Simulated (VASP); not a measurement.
# Pt8S15 (a cell with a defect) in VASP: further runs

The runs below take Pt8S15 (a cell with a defect) through single point, with PBE+D3(BJ).

Program: VASP 6.6.1. These are calculated values, not measurements. Logs are shortened: lines on timing, memory, paths and dates and some standing lists are left out, and cuts for length are marked.

**1. The cell of the first run**

The cell holds a defect, 23 atoms: a = 7.167 Å, b = 7.167 Å, c = 9.325 Å, α = 90.00°, β = 90.00°, γ = 120.00°.

**2. Single point, PBE+D3(BJ)**

INCAR

```
SYSTEM = Pt8S15
  ALGO = Normal
  EDIFF = 1E-6
  ENCUT = 520
  GGA = PE
  ISIF = 2
  ISMEAR = 0
  IVDW = 12
  LASPH = .TRUE.
  LCHARG = .TRUE.
  LELF = .TRUE.
  LREAL = Auto
  LVHAR = .TRUE.
  LWAVE = .FALSE.
  NBANDS = 102
  NELM = 100
  PREC = Accurate
  SIGMA = 0.1
```

KPOINTS

```
k-points
0
G
  6 6 4
  0 0 0
```

POSCAR

```
Pt8S15
1.0
    3.5833083375     -6.2064720997      0.0000000000
    3.5833083375      6.2064720997      0.0000000000
    0.0000000000      0.0000000000      9.3245486439
Pt S
8 15
Direct
    0.4991158915      0.0008841085     -0.0041119098
    0.5000065486     -0.0000065486      0.5013942633
    1.0017682170      0.0008841085     -0.0041119098
    0.9999869028     -0.0000065486      0.5013942633
    0.4991158915      0.4982317830     -0.0041119098
    0.5000065486      0.5000130972      0.5013942633
    0.0000000000      0.5000000000     -0.0013438755
    0.0000000000      0.5000000000      0.5020457537
    0.3333333333      0.1666666667      0.6308003179
    0.8327339835      0.1654679670      0.1275416437
    0.8326438020      0.1652876040      0.6308100694
    0.3345320330      0.6672660165      0.1275416437
    0.3347123960      0.6673561980      0.6308100694
    0.8327339835      0.6672660165      0.1275416437
    0.8326438020      0.6673561980      0.6308100694
    0.6654312074      0.3327156037      0.3712866182
    0.6620546077      0.3310273038      0.8731462715
    0.1672843963      0.3327156037      0.3712866182
    0.1689726962      0.3310273038      0.8731462715
    0.6666666667      0.8333333333      0.3713702327
    0.6666666667      0.8333333333      0.8675508307
    0.1672843963      0.8345687926      0.3712866182
    0.1689726962      0.8379453923      0.8731462715
```

Potentials or basis: VASP PAW PBE potentials, release 64 (Pt, S).

Launch:

```sh
cat potpaw_PBE.64/Pt/POTCAR potpaw_PBE.64/S/POTCAR > POTCAR
mpirun -np 1 vasp_std > vasp.out
```

OUTCAR:

```text
SYSTEM = Pt8S15
   EDIFF = 1E-6
   ENCUT = 520
   GGA = PE
   ISIF = 2
   ISMEAR = 0
   IVDW = 12
   LASPH = .TRUE.
   LREAL = Auto
   NELM = 100
   PREC = Accurate
 IVDW          = 12

 ion  position               nearest neighbor table
   1  0.499  0.001  0.996-  17 2.35  23 2.35  21 2.40  12 2.41  10 2.41
   2  0.500  1.000  0.501-  11 2.39  13 2.39  16 2.40  22 2.40   9 2.40  20 2.40
   3  0.002  0.001  0.996-  19 2.35  23 2.35  21 2.40  10 2.41  14 2.41
   4  1.000  1.000  0.501-  11 2.39  15 2.39  22 2.40  18 2.40   9 2.40  20 2.40
   5  0.499  0.498  0.996-  19 2.35  17 2.35  21 2.40  12 2.41  14 2.41
   6  0.500  0.500  0.501-  13 2.39  15 2.39  16 2.40  18 2.40   9 2.40  20 2.40
   7  0.000  0.500  0.999-  14 2.40  12 2.40  10 2.40  17 2.40  23 2.40  19 2.40
   8  0.000  0.500  0.502-  15 2.40  13 2.40  11 2.40  18 2.41  16 2.41  22 2.41
   9  0.333  0.167  0.631-   4 2.40   6 2.40   2 2.40
  10  0.833  0.165  0.128-   7 2.40   3 2.41   1 2.41
  11  0.833  0.165  0.631-   4 2.39   2 2.39   8 2.40
  12  0.335  0.667  0.128-   7 2.40   5 2.41   1 2.41
  13  0.335  0.667  0.631-   6 2.39   2 2.39   8 2.40
  14  0.833  0.667  0.128-   7 2.40   5 2.41   3 2.41
  15  0.833  0.667  0.631-   4 2.39   6 2.39   8 2.40
  16  0.665  0.333  0.371-   6 2.40   2 2.40   8 2.41
  17  0.662  0.331  0.873-   1 2.35   5 2.35   7 2.40
  18  0.167  0.333  0.371-   4 2.40   6 2.40   8 2.41
  19  0.169  0.331  0.873-   3 2.35   5 2.35   7 2.40
  20  0.667  0.833  0.371-   4 2.40   6 2.40   2 2.40
  21  0.667  0.833  0.868-   3 2.40   5 2.40   1 2.40
  22  0.167  0.835  0.371-   4 2.40   2 2.40   8 2.41
  23  0.169  0.838  0.873-   1 2.35   3 2.35   7 2.40

  LATTYP: Found a hexagonal cell.
 ALAT       =     7.1666166750
 C/A-ratio  =     1.3011088868

  Lattice vectors:

 A1 = (   3.5833083375,  -6.2064720997,   0.0000000000)
 A2 = (   3.5833083375,   6.2064720997,   0.0000000000)
 A3 = (   0.0000000000,   0.0000000000,   9.3245486439)

Analysis of symmetry for initial positions (statically):
=====================================================================
 Subroutine PRICEL returns:
 Original cell was already a primitive cell.

 Routine SETGRP: Setting up the symmetry group for a
 hexagonal supercell.

 Subroutine GETGRP returns: Found  6 space group operations
 (whereof  2 operations were pure point group operations)
 out of a pool of 24 trial point group operations.

The static configuration has the point symmetry C_1h.
 The point group associated with its full space group is C_3v.

Analysis of symmetry for dynamics (positions and initial velocities):
=====================================================================
 Subroutine PRICEL returns:
 Original cell was already a primitive cell.

 Routine SETGRP: Setting up the symmetry group for a
 hexagonal supercell.

 Subroutine GETGRP returns: Found  6 space group operations
 (whereof  2 operations were pure point group operations)
 out of a pool of 24 trial point group operations.

The dynamic configuration has the point symmetry C_1h.
 The point group associated with its full space group is C_3v.

 Subroutine INISYM returns: Found  6 space group operations
 (whereof  2 operations are pure point group operations),
 and found     1 'primitive' translations

----------------------------------------------------------------------------------------

                                     Primitive cell

  volume of cell :     414.7504

  direct lattice vectors                    reciprocal lattice vectors
     3.583308338 -6.206472100  0.000000000     0.139535857 -0.080561065  0.000000000
     3.583308338  6.206472100  0.000000000     0.139535857  0.080561065  0.000000000
     0.000000000  0.000000000  9.324548644     0.000000000  0.000000000  0.107243797

  length of vectors
     7.166616675  7.166616675  9.324548644     0.161122129  0.161122129  0.107243797

  position of ions in fractional coordinates (direct lattice)
     0.499115891  0.000884109  0.995888090
     0.500006549  0.999993451  0.501394263
     0.001768217  0.000884109  0.995888090
     0.999986903  0.999993451  0.501394263
     0.499115891  0.498231783  0.995888090
     0.500006549  0.500013097  0.501394263
[... 15 lines left out ...]
     0.167284396  0.834568793  0.371286618
     0.168972696  0.837945392  0.873146271

  ion indices of the primitive-cell ions
   primitive index   ion index
                 1           1
                 2           2
                 3           3
                 4           4
                 5           5
                 6           6
[... 15 lines left out ...]
                22          22
                23          23

----------------------------------------------------------------------------------------

 KPOINTS: k-points

Automatic generation of k-mesh.
 Grid dimensions read from file:
 generate k-points for:    6    6    4

 Generating k-lattice:

  Cartesian coordinates                     Fractional coordinates (reciprocal lattice)
     0.023255976 -0.013426844  0.000000000     0.166666667  0.000000000  0.000000000
     0.023255976  0.013426844  0.000000000     0.000000000  0.166666667  0.000000000
     0.000000000  0.000000000  0.026810949     0.000000000  0.000000000  0.250000000

  Length of vectors
     0.026853688  0.026853688  0.026810949

  Shift w.r.t. Gamma in fractional coordinates (k-lattice)
     0.000000000  0.000000000  0.000000000

 Subroutine IBZKPT returns following result:
 ===========================================

 Found     24 irreducible k-points:

 Following reciprocal coordinates:
            Coordinates               Weight
  0.000000  0.000000  0.000000      1.000000
  0.166667  0.000000  0.000000      6.000000
  0.333333  0.000000  0.000000      6.000000
  0.500000  0.000000  0.000000      3.000000
  0.166667  0.166667  0.000000      6.000000
  0.333333  0.166667  0.000000     12.000000
[... 16 lines left out ...]
  0.333333  0.166667  0.500000     12.000000
  0.333333  0.333333  0.500000      2.000000
   k-points           NKPTS =     24   k-points in BZ     NKDIM =     24   number of bands    NBANDS=    102
   number of dos      NEDOS =    301   number of ions     NIONS =     23
   total plane-waves  NPLWV = 204120
   dimension x,y,z NGX =    54 NGY =   54 NGZ =   70
   dimension x,y,z NGXF=   108 NGYF=  108 NGZF=  140
   ions per type =               8  15
   NGX,Y,Z   is equivalent  to a cutoff of  12.53, 12.53, 12.48 a.u.
   NGXF,Y,Z  is equivalent  to a cutoff of  25.05, 25.05, 24.96 a.u.
 SYSTEM =  Pt8S15
   PREC   = accura    normal or accurate (medium, high low for compatibility)
   ISTART =      0    job   : 0-new  1-cont  2-samecut
   ICHARG =      2    charge: 1-file 2-atom 10-const
   ISPIN  =      1    spin polarized calculation?
   LNONCOLLINEAR =      F non collinear calculations
   LSORBIT =      F    spin-orbit coupling
   LASPH  =      T    aspherical Exc in radial PAW
   ENCUT  =  520.0 eV  38.22 Ry    6.18 a.u.  13.33 13.33 17.34*2*pi/ulx,y,z
   NELM   =    100;   NELMIN=  2; NELMDL= -5     # of ELM steps
   EDIFF  = 0.1E-05   stopping-criterion for ELM
   LREAL  =      T    real-space projection
   EDIFFG = 0.1E-04   stopping-criterion for IOM
   NSW    =      0    number of steps for IOM
[... 5 lines left out ...]
   TEBEG  =    0.0;   TEEND  =   0.0 temperature during run
   PSTRESS=    0.0 pullay stress
   NELECT =     170.0000    total number of electrons
   NUPDOWN=      -1.0000    fix difference up-down
   EMIN   =  10.00;   EMAX   =-10.00  energy-range for DOS
   EFERMI =   0.00;   METHOD = LEGACY
   ISMEAR =     0;   SIGMA  =   0.10  broadening in eV -4-tet -1-fermi 0-gaus
   EFERMI_NEDOS =   21; number of points for ismear=-14 and -15
   IALGO  =     38    algorithm
   IMIX   =      4    mixing-type and parameters
     AMIX     =   0.40;   BMIX     =  1.00
     AMIX_MAG =   1.60;   BMIX_MAG =  1.00
  volume/ion in A,a.u.               =      18.03       121.69
  Fermi-wavevector in a.u.,A,eV,Ry     =   1.216080  2.298058 20.120989  1.478851
  Thomas-Fermi vector in A             =   2.351446
   LORBIT       =      0    0 simple, 1 ext, 2 COOP (PROOUT), +10 PAW based schemes
   GGA     = PE    functional components
   LHFCALC =     F    Hartree Fock is set to
   AEXX    =    0.0000 exact exchange contribution
   IVDW    =    12    specifies the selected vdW correction
   LEPSILON=     F    determine dielectric tensor
   LRPA    =     F    only Hartree local field effects (RPA)
 non-spin polarized calculation
 Gauss-broadening in eV      SIGMA  =   0.10
  energy-cutoff  :      520.00
  volume of cell :      414.75
 maximum number of plane-waves:     11230
 NGX is ok and might be reduce to    54
   NGX = 27   NGY = 27   NGZ = 35

 number of electron     170.0000007 magnetization

 Free energy of the ion-electron system (eV)
  ---------------------------------------------------
  ext. energy  EPLUGINS =         0.00000000
  ---------------------------------------------------
  free energy    TOTEN  =      -116.96975501 eV

  energy without entropy =     -116.95621612  energy(sigma->0) =     -116.96298557

 E-fermi :   7.2090     XC(G=0): -10.8122

 val. band max:        7.1539914443   @ k =   0.1667   0.0000   0.0000
 cond. band min:       7.2285107220   @ k =   0.3333   0.3333   0.5000
 fundamental gap:      0.0745192777
 Fermi energy:         7.2089916056

 k-point     1 :       0.0000    0.0000    0.0000
  band No.  band energies     occupation
      1      -8.3931      2.00000
      2      -7.6246      2.00000
      3      -6.7874      2.00000
      4      -6.5995      2.00000
      5      -6.5995      2.00000
      6      -6.4786      2.00000
[... 89 lines left out ...]
     96       9.2768      0.00000
     97       9.2768      0.00000

 k-point     2 :       0.1667    0.0000    0.0000
  band No.  band energies     occupation
      1      -8.3101      2.00000
      2      -7.5484      2.00000
      3      -6.8642      2.00000
      4      -6.6820      2.00000
      5      -6.5909      2.00000
      6      -6.5712      2.00000
[... 2189 lines left out ...]
     96       8.8293      0.00000
     97       8.9355      0.00000

 k-point    24 :       0.3333    0.3333    0.5000
  band No.  band energies     occupation
      1      -7.4796      2.00000
      2      -7.3133      2.00000
      3      -7.3072      2.00000
      4      -7.2566      2.00000
      5      -7.1971      2.00000
      6      -6.8762      2.00000
[... 89 lines left out ...]
     96       8.8273      0.00000
     97       8.9340      0.00000
 [bands above 97 left out]

------------------------ aborting loop because EDIFF is reached ----------------------------------------

 Edisp (eV)  -10.02902

 E8    (eV) :    -4.0398

  FORCE on cell =-STRESS in cart. coord.  units (eV):
  Direction    XX          YY          ZZ          XY          YZ          ZX
  --------------------------------------------------------------------------------------
  -------------------------------------------------------------------------------------
  Total      -6.39342    -6.39342    -1.94941     0.00000     0.00000     0.00000
  in kB     -24.69771   -24.69771    -7.53054     0.00000     0.00000     0.00000
  external pressure =      -18.98 kB  Pullay stress =        0.00 kB

 VOLUME and BASIS-vectors are now :
 -----------------------------------------------------------------------------
  energy-cutoff  :      520.00
  volume of cell :      414.75
      direct lattice vectors                 reciprocal lattice vectors
     3.583308338 -6.206472100  0.000000000     0.139535857 -0.080561065  0.000000000
     3.583308338  6.206472100  0.000000000     0.139535857  0.080561065  0.000000000
     0.000000000  0.000000000  9.324548644     0.000000000  0.000000000  0.107243797

 POSITION                                       TOTAL-FORCE (eV/Angst)
 -----------------------------------------------------------------------------------
      1.79165     -3.09226      9.28621        -0.000000     -0.025079     -0.006782
      5.37496      3.10315      4.67528        -0.000000     -0.009798      0.004291
      0.00950     -0.00549      9.28621        -0.021719      0.012539     -0.006782
      7.16655      0.00004      4.67528        -0.008486      0.004899      0.004291
      3.57380     -0.00549      9.28621         0.021719      0.012539     -0.006782
      3.58338      0.00004      4.67528         0.008486      0.004899      0.004291
[... 15 lines left out ...]
      3.58995      4.14148      3.46208         0.000966      0.000558      0.043229
      3.60810      4.15196      8.14169        -0.003144     -0.001815      0.032369
 -----------------------------------------------------------------------------------
    total drift:                                0.000000      0.000001      0.001787

  FREE ENERGIE OF THE ION-ELECTRON SYSTEM (eV)
  ---------------------------------------------------
  free  energy   TOTEN  =      -126.9987706172 eV

  energy  without entropy=     -126.9852317271  energy(sigma->0) =     -126.99200117
```

Wall time 18 min (1 thread of AMD EPYC 9R45 (Zen 5), shared host); peak memory 0.82 GiB.

What came out:

* Free energy: -126.9988 eV
* Pressure: -1.9 GPa
* Largest force: 0.054 eV/Å
* Band gap on the k mesh: zero (band 85 reaches 7.47 eV, above the bottom of band 86 at 7.23 eV)
* Dispersion energy per atom: -0.436 eV

Forces in eV/Å, atoms in the order of the input:
```
Pt   0.000 -0.025 -0.007
Pt   0.000 -0.010  0.004
Pt  -0.022  0.013 -0.007
Pt  -0.008  0.005  0.004
Pt   0.022  0.013 -0.007
Pt   0.008  0.005  0.004
Pt   0.000  0.000 -0.005
Pt   0.000  0.000 -0.006
S    0.000  0.000 -0.054
S   -0.001 -0.001 -0.037
S    0.002  0.001 -0.039
S    0.001 -0.001 -0.037
S   -0.002  0.001 -0.039
S    0.000  0.001 -0.037
S    0.000 -0.003 -0.039
S   -0.001  0.001  0.043
S    0.003 -0.002  0.032
S    0.000 -0.001  0.043
S    0.000  0.004  0.032
S    0.000  0.000  0.032
S    0.000  0.000  0.042
S    0.001  0.001  0.043
S   -0.003 -0.002  0.032
```

Caveat: spin-orbit coupling is left out, which moves the levels of the heavy elements.

**3. Single point, PBE+D3(BJ)**

INCAR

```
SYSTEM = Pt8S15
PREC = Accurate ; ENCUT = 520
EDIFF = 1E-7 ; ISMEAR = 0
SIGMA = 0.1 ; LREAL = Auto
LASPH = .TRUE. ; NELM = 100
ALGO = Normal ; ISIF = 2
LWAVE = .FALSE. ; LCHARG = .FALSE.
GGA = PE ; IVDW = 12
NBANDS = 102
```

KPOINTS

```
regular mesh
0
G
  6 6 4
  0 0 0
```

POSCAR

```
Pt8S15
1.0
    3.5833083375     -6.2064720997      0.0000000000
    3.5833083375      6.2064720997      0.0000000000
    0.0000000000      0.0000000000      9.3245486439
Pt S
8 15
Direct
    0.4999930334     -0.0000139333     -0.0013946153
    0.5008838859      0.0017677717      0.5041125309
    1.0000000000      0.0000000000     -0.0020467858
    1.0000000000      0.0000000000      0.5013444367
    0.4999930334      0.5000069666     -0.0013946153
    0.5008838859      0.4991161141      0.5041125309
    0.0000139333      0.5000069666     -0.0013946153
   -0.0017677717      0.4991161141      0.5041125309
    0.3379453499      0.1689726750      0.6268542171
    0.8327156807      0.1672843193      0.1287125294
    0.8310273250      0.1689726750      0.6268542171
    0.3333333333      0.6666666667      0.1286302958
    0.3333333333      0.6666666667      0.6324497385
    0.8327156807      0.6654313614      0.1287125294
    0.8310273250      0.6620546501      0.6268542171
    0.3345686386      0.1672843193      0.1287125294
    0.6666666667      0.3333333333      0.8692003321
    0.1672660536      0.3345321071      0.3724588602
    0.1673562264      0.3347124528      0.8691890957
    0.6654678929      0.8327339464      0.3724588602
    0.6652875472      0.8326437736      0.8691890957
    0.1672660536      0.8327339464      0.3724588602
    0.1673562264      0.8326437736      0.8691890957
```

Potentials or basis: VASP PAW PBE potentials, release 64 (Pt, S).

Launch:

```sh
cat potpaw_PBE.64/Pt/POTCAR potpaw_PBE.64/S/POTCAR > POTCAR
mpirun -np 1 vasp_std > vasp.out
```

Run time: 31 min. Hardware: 1 thread of Intel Xeon Platinum 8259CL at 2.50GHz (Skylake/Cascade Lake), shared host; peak memory 0.85 GiB.

The run converged. Its results:

```
Free energy                : -126.9988 eV
Pressure                   : -1.9 GPa
Largest force              : 0.054 eV/Å
Band gap on the k mesh     : zero (band 85 reaches 7.47 eV, above the bottom of band 86 at 7.23 eV)
Dispersion energy per atom : -0.436 eV
```

Forces on the atoms (eV/Å):
```
Pt  -0.008 -0.005 -0.004
Pt  -0.022 -0.013  0.007
Pt   0.000  0.000  0.006
Pt   0.000  0.000  0.005
Pt   0.000  0.010 -0.004
Pt   0.000  0.025  0.007
Pt   0.008 -0.005 -0.004
Pt   0.022 -0.013  0.007
S   -0.003  0.002 -0.032
S    0.000  0.001 -0.043
S    0.000 -0.004 -0.032
S    0.000  0.000 -0.032
S    0.000  0.000 -0.042
S   -0.001 -0.001 -0.043
S    0.003  0.002 -0.032
S    0.001 -0.001 -0.043
S    0.000  0.000  0.054
S    0.001  0.001  0.037
S   -0.002 -0.001  0.039
S   -0.001  0.001  0.037
S    0.002 -0.001  0.039
S    0.000 -0.001  0.037
S    0.000  0.002  0.039
```

Stress tensor (GPa, compression positive):
```
-2.47  0.00  0.00
 0.00 -2.47  0.00
 0.00  0.00 -0.75
```

Levels at points of the mesh, in eV from the Fermi level:
| k point | band 81 | band 82 | band 83 | band 84 | band 85 | band 86 | band 87 | band 88 | band 89 | band 90 |
| --- | --- | --- | --- | --- | --- | --- | --- | --- | --- | --- |
| (0.00, 0.00, 0.00) | -1.41 | -1.27 | -1.27 | -1.07 | 0.27 | 0.27 | 0.29 | 1.11 | 1.11 | 1.17 |
| (0.50, 0.00, 0.00) | -1.17 | -1.03 | -0.88 | -0.78 | -0.36 | 0.11 | 0.14 | 0.79 | 0.84 | 0.90 |
| (0.00, 0.00, 0.50) | -1.63 | -1.63 | -1.33 | -0.84 | -0.17 | 0.22 | 0.22 | 1.68 | 1.70 | 1.70 |
| (0.50, 0.00, 0.50) | -1.38 | -1.37 | -1.13 | -0.33 | -0.14 | 0.11 | 0.22 | 0.68 | 0.73 | 0.94 |

Caveat: spin-orbit coupling is left out, which moves the levels of the heavy elements.
